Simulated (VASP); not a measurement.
# Pt (Fm-3m) in VASP: a series of runs, part 2 of 2

VASP 6.6.1.

## 3. Single point, PBEsol

This run uses another cell than the first one, of 14.19 Å³/atom.

Contents of INCAR:

```
PREC = Accurate ; ENCUT = 500
EDIFF = 1E-6 ; ISMEAR = -1
SIGMA = 0.1 ; LREAL = False
LASPH = True ; NELM = 120
ALGO = Normal ; ISIF = 2
LWAVE = False ; LCHARG = False
GGA = PS ; NBANDS = 11
GGA_COMPAT = False
```

Contents of KPOINTS:

```
regular mesh
0
Gamma
  10 10 10
```

Contents of POSCAR:

```
Pt
1.0
    0.0000000000      1.9217388582      1.9217388582
    1.9217388582      0.0000000000      1.9217388582
    1.9217388582      1.9217388582      0.0000000000
Pt
1
Direct
    0.0000000000      0.0000000000      0.0000000000
```

Potentials or basis: VASP PAW PBE potentials, release 64 (Pt).

Run with:

```sh
> cat potpaw_PBE.64/Pt/POTCAR > POTCAR
> mpirun -np 1 vasp_std > vasp.out
```

OUTCAR:

```text
PREC = Accurate
   ENCUT = 500
   EDIFF = 1E-6
   ISMEAR = -1
   LREAL = False
   LASPH = True
   NELM = 120
   ISIF = 2
   GGA = PS

 ion  position               nearest neighbor table
   1  0.000  0.000  0.000-

  LATTYP: Found a face centered cubic cell.
 ALAT       =     3.8434777164

  Lattice vectors:

 A1 = (   0.0000000000,   1.9217388582,   1.9217388582)
 A2 = (   1.9217388582,   0.0000000000,   1.9217388582)
 A3 = (   1.9217388582,   1.9217388582,   0.0000000000)

Analysis of symmetry for initial positions (statically):
=====================================================================
 Subroutine PRICEL returns:
 Original cell was already a primitive cell.

 Routine SETGRP: Setting up the symmetry group for a
 face centered cubic supercell.

 Subroutine GETGRP returns: Found 48 space group operations
 (whereof 48 operations were pure point group operations)
 out of a pool of 48 trial point group operations.

The static configuration has the point symmetry O_h .

Analysis of symmetry for dynamics (positions and initial velocities):
=====================================================================
 Subroutine PRICEL returns:
 Original cell was already a primitive cell.

 Routine SETGRP: Setting up the symmetry group for a
 face centered cubic supercell.

 Subroutine GETGRP returns: Found 48 space group operations
 (whereof 48 operations were pure point group operations)
 out of a pool of 48 trial point group operations.

The dynamic configuration has the point symmetry O_h .

 Subroutine INISYM returns: Found 48 space group operations
 (whereof 48 operations are pure point group operations),
 and found     1 'primitive' translations

----------------------------------------------------------------------------------------

                                     Primitive cell
[... 112 lines left out ...]
  Thomas-Fermi vector in A             =   2.573589
   LORBIT       =      0    0 simple, 1 ext, 2 COOP (PROOUT), +10 PAW based schemes
   GGA     = PS    functional components
   LHFCALC =     F    Hartree Fock is set to
   AEXX    =    0.0000 exact exchange contribution
   IVDW    =     0    specifies the selected vdW correction
   LEPSILON=     F    determine dielectric tensor
   LRPA    =     F    only Hartree local field effects (RPA)
 non-spin polarized calculation
  energy-cutoff  :      500.00
  volume of cell :       14.19
 maximum number of plane-waves:       370
   NGX =  9   NGY =  9   NGZ =  9

 number of electron      10.0000000 magnetization

 number of electron       9.9999999 magnetization

 Free energy of the ion-electron system (eV)
  ---------------------------------------------------
  ext. energy  EPLUGINS =         0.00000000
  ---------------------------------------------------
  free energy    TOTEN  =        -6.92456069 eV

  energy without entropy =       -6.87346121  energy(sigma->0) =       -6.89901095

 E-fermi :  12.3335     XC(G=0): -13.9889

 val. band max:       12.2595279684   @ k =   0.4000   0.3000   0.0000
 cond. band min:      12.3399264938   @ k =   0.5000   0.5000   0.0000
 fundamental gap:      0.0803985254
 Fermi energy:        12.3335301071

 k-point     1 :       0.0000    0.0000    0.0000
  band No.  band energies     occupation
      1       1.3039      2.00000
      2       8.1111      2.00000
      3       8.1111      2.00000
      4       8.1111      2.00000
      5      10.5144      2.00000
      6      10.5144      2.00000
      7      26.7358      0.00000
      8      32.0383      0.00000
      9      32.0383      0.00000
     10      32.0383      0.00000
     11      37.5609      0.00000
[... 309 lines left out ...]
 k-point    24 :       0.4000    0.3000    0.0000
  band No.  band energies     occupation
      1       5.0330      2.00000
      2       5.6958      2.00000
      3       9.3727      2.00000
      4      10.8475      2.00000
      5      12.2595      1.35400
      6      12.4941      0.33435
      7      24.6799      0.00000
      8      27.0003      0.00000
      9      27.6846      0.00000
     10      32.8694      0.00000
     11      35.0343      0.00000

 [... further k-points ...]

------------------------ aborting loop because EDIFF is reached ----------------------------------------

  FORCE on cell =-STRESS in cart. coord.  units (eV):
  Direction    XX          YY          ZZ          XY          YZ          ZX
  --------------------------------------------------------------------------------------
  -------------------------------------------------------------------------------------
  Total        1.7388948      1.7388948      1.7388948      0.0000000      0.0000000     -0.0000000
  in kB      196.2776137    196.2776137    196.2776137      0.0000000      0.0000000     -0.0000000
  external PRESSURE =     196.2776137 kB  Pullay stress =       0.0000000 kB

 VOLUME and BASIS-vectors are now :
 -----------------------------------------------------------------------------
  energy-cutoff  :      500.00
  volume of cell :       14.19
      direct lattice vectors                 reciprocal lattice vectors
     0.000000000  1.921738858  1.921738858    -0.260181032  0.260181032  0.260181032
     1.921738858  0.000000000  1.921738858     0.260181032 -0.260181032  0.260181032
     1.921738858  1.921738858  0.000000000     0.260181032  0.260181032 -0.260181032

 POSITION                                       TOTAL-FORCE (eV/Angst)
 -----------------------------------------------------------------------------------
      0.00000      0.00000      0.00000         0.000000      0.000000      0.000000
 -----------------------------------------------------------------------------------
    total drift:                                0.000000     -0.000000     -0.000000

  FREE ENERGIE OF THE ION-ELECTRON SYSTEM (eV)
  ---------------------------------------------------
  free  energy   TOTEN  =        -6.9245606901 eV

  energy  without entropy=       -6.8734612063  energy(sigma->0) =       -6.89901095
```

stdout:

```text
POSCAR found type information on POSCAR Pt
 POSCAR found :  1 types and       1 ions
 scaLAPACK will be used
 -----------------------------------------------------------------------------
|                                                                             |
|                                                                             |
|     You enforced a specific xc type in the INCAR file but a different       |
|     I HOPE YOU KNOW WHAT YOU ARE DOING!                                     |
|                                                                             |
 -----------------------------------------------------------------------------

 LDA part: xc-table for (Slater+PW92), standard interpolation
 POSCAR, INCAR and KPOINTS ok, starting setup
 FFT: planning ... GRIDC
 FFT: planning ... GRID_SOFT
 FFT: planning ... GRID
 WAVECAR not read
 entering main loop
```

It took 4.4 s on 1 thread of Intel Xeon Platinum 8375C at 2.90GHz (Ice Lake), shared host; peak memory 0.13 GiB.

What came out:

| Item | Value |
| --- | --- |
| Free energy | -6.9246 eV |
| Pressure | 19.6 GPa |
| Band gap on the k mesh | zero (bands 5 and 6 overlap by 2.45 eV) |

Levels at points of the mesh, in eV from the Fermi level:
| k point | band 1 | band 2 | band 3 | band 4 | band 5 | band 6 | band 7 | band 8 | band 9 | band 10 |
| --- | --- | --- | --- | --- | --- | --- | --- | --- | --- | --- |
| (0.00, 0.00, 0.00) | -11.03 | -4.22 | -4.22 | -4.22 | -1.82 | -1.82 | 14.40 | 19.70 | 19.70 | 19.70 |
| (0.50, 0.00, 0.00) | -8.06 | -4.30 | -4.30 | -0.83 | 0.04 | 0.04 | 6.26 | 13.97 | 19.32 | 19.32 |
| (0.50, 0.50, 0.00) | -7.84 | -7.34 | 0.01 | 0.54 | 0.54 | 1.57 | 9.49 | 11.50 | 11.50 | 20.82 |

Caveat: the cell stands under pressure; the PAW data sets were made with another functional, which shifts forces and pressure a little; spin-orbit coupling is left out, which moves the levels of the heavy elements.

## 4. Single point, PBEsol

This run uses another cell than the first one, of 13.85 Å³/atom.

Contents of INCAR:

```
PREC = Accurate ; ENCUT = 500
EDIFF = 1E-6 ; ISMEAR = -1
SIGMA = 0.1 ; LREAL = False
LASPH = True ; NELM = 120
ALGO = Normal ; ISIF = 2
LWAVE = False ; LCHARG = True
GGA = PS ; LELF = True
LVHAR = True ; NBANDS = 11
GGA_COMPAT = False
```

KPOINTS is that of step 3.

Contents of POSCAR:

```
Pt
1.0
    0.0000000000      1.9062196927      1.9062196927
    1.9062196927      0.0000000000      1.9062196927
    1.9062196927      1.9062196927      0.0000000000
Pt
1
Direct
    0.0000000000      0.0000000000      0.0000000000
```

Run with:

```sh
> cat potpaw_PBE.64/Pt/POTCAR > POTCAR
> mpirun -np 1 vasp_std > vasp.out
```

Wall time 4.8 s (1 thread of Intel Xeon Platinum 8375C at 2.90GHz (Ice Lake), shared host); peak memory 0.13 GiB.

The run converged. Its results:

```
Free energy            : -6.8720 eV
Pressure               : 29.7 GPa
Band gap on the k mesh : zero (bands 5 and 6 overlap by 2.56 eV)
```

Levels at points of the mesh, in eV from the Fermi level:
| k point | band 3 | band 4 | band 5 | band 6 | band 7 | band 8 |
| --- | --- | --- | --- | --- | --- | --- |
| (0.00, 0.00, 0.00) | -4.39 | -4.39 | -1.89 | -1.89 | 14.31 | 19.75 |
| (0.50, 0.00, 0.00) | -4.47 | -0.93 | 0.04 | 0.04 | 6.47 | 13.89 |
| (0.50, 0.50, 0.00) | 0.01 | 0.57 | 0.57 | 1.52 | 9.78 | 11.57 |

Caveat: the cell stands under pressure; the PAW data sets were made with another functional, which shifts forces and pressure a little; spin-orbit coupling is left out, which moves the levels of the heavy elements.

## 5. Overview

| cell | gap on the mesh (eV) | pressure (GPa) |
| --- | --- | --- |
| a = 2.743 Å, angles 60.0°, 1 atom | none | 9.6 |
| a = 2.718 Å, angles 60.0°, 1 atom | none | 19.6 |
| a = 2.696 Å, angles 60.0°, 1 atom | none | 29.7 |

Alike in all rows: task single point; level PBEsol; potentials or basis VASP PAW PBE potentials, release 64 (Pt); no spin polarisation; k mesh 10 × 10 × 10; cutoff (eV) 500; smearing fermi-dirac 0.1 eV.

Caveats: the cell stands under pressure; the PAW data sets were made with another functional, which shifts forces and pressure a little; spin-orbit coupling is left out, which moves the levels of the heavy elements.

Total energies depend on the potentials used, so only differences within one code and one set of settings carry meaning.
